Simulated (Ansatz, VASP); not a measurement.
Two plane-wave programs on Ni

The input INCAR:

```
  ALGO = Normal
  EDIFF = 1E-6
  ENCUT = 600
  GGA = PE
  GGA_COMPAT = False
  ISIF = 2
  ISMEAR = -1
  LASPH = True
  LCHARG = False
  LREAL = False
  LWAVE = False
  NBANDS = 11
  NELM = 120
  PREC = Accurate
  SIGMA = 0.3
```

KPOINTS

```
k-points
0
Gamma
  13 13 13
```

File POSCAR:

```
Ni
1.0
    0.0000000000      1.7935000000      1.7935000000
    1.7935000000      0.0000000000      1.7935000000
    1.7935000000      1.7935000000      0.0000000000
Ni
1
Direct
    0.0000000000      0.0000000000      0.0000000000
```

Input for Ansatz:

```yaml
crystal:
  lattice:
    - [0.0, 1.7935, 1.7935]
    - [1.7935, 0.0, 1.7935]
    - [1.7935, 1.7935, 0.0]
  atoms:
    - { symbol: Ni, position: [0.0, 0.0, 0.0] }
hamiltonian:
  xc: pbe
  pseudopotentials: { kind: paw }
basis:
  ecutwfc: 420
kpoints:
  mp_grid: { grid: [13, 13, 13] }
scf:
  occupations: { method: fermi_dirac, width: 0.3 }
  lower_state_search: "off"
  max_iter: 100
output:
  forces: true
  stress: true
```

Alike in both runs: task single point; functional PBE; k mesh 13 × 13 × 13; occupations fermi-dirac, width 0.3 eV; no spin polarisation.

|  | VASP | Ansatz |
| --- | --- | --- |
| version | VASP 6.6.1 | Ansatz 0.2.0 |
| potentials or method | VASP PAW PBE potentials, release 64 (Ni), cutoff 600 eV | PAW, plane waves, scalar-relativistic |
| valence electrons in the cell | 10 | 18 |

VASP gave:

```
pressure (GPa) : -7.7
```

**Question.** What did Ansatz give for the same quantities?

**Answer.** Pressure (GPa): -7.8.

VASP's potentials hold 10 valence electrons a cell and Ansatz's 18, so a difference there can come from the potentials and not from the codes.
